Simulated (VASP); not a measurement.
Crystal: H.

```
CELL_PARAMETERS angstrom
-1.69153 1.69153 2.05847
1.69153 -1.69153 2.05847
1.69153 1.69153 -2.05847
ATOMIC_POSITIONS crystal
H 0.09014 0.09014 0.00000
H 0.90986 0.90986 0.00000
```

```yaml
Program: VASP 6.6.1
Task: relaxation of cell and atoms
Functional: BLYP
Potentials_or_basis: VASP PAW PBE potentials, release 64 (H)
Cutoff: 600 eV
k_mesh: 11 × 11 × 11
Occupations: fermi-dirac, width 0.05 eV
Spin: no spin polarisation
```

At the start: pressure 0.7 GPa; volume 11.78 Å³/atom.

Where does the relaxation end?

Over 12 steps the energy falls by 6.5 meV/atom and the volume is 15.79 Å³/atom (+34.1 %); space group I4/mmm (No. 139, to 0.05 Å).

The path:
```tsv
step	energy change (eV)	largest force (eV/Å)	pressure (GPa)	volume (Å³)
1	0.0000	0.0307	0.67	23.56
2	-0.0003	0.1459	0.35	23.73
3	-0.0004	0.1250	0.39	23.71
4	-0.0006	0.1241	0.39	23.77
5	-0.0013	0.1199	0.37	23.95
6	-0.0026	0.1111	0.35	24.33
7	-0.0050	0.0911	0.31	25.09
8	-0.0087	0.0405	0.24	26.65
9	-0.0125	0.0999	0.21	29.97
10	-0.0127	0.1523	0.20	31.17
11	-0.0127	0.1226	-0.19	31.96
12	-0.0130	0.0025	0.00	31.59
```

Final structure:
```
CELL_PARAMETERS angstrom
-1.86822 1.86822 2.26266
1.86822 -1.86822 2.26266
1.86822 1.86822 -2.26266
ATOMIC_POSITIONS crystal
H 0.08224 0.08224 0.00000
H 0.91776 0.91776 0.00000
```

Caveat: the volume moved by over 15 % at a fixed basis, so the end points are rough; the PAW data sets were made with another functional, which shifts forces and pressure a little.
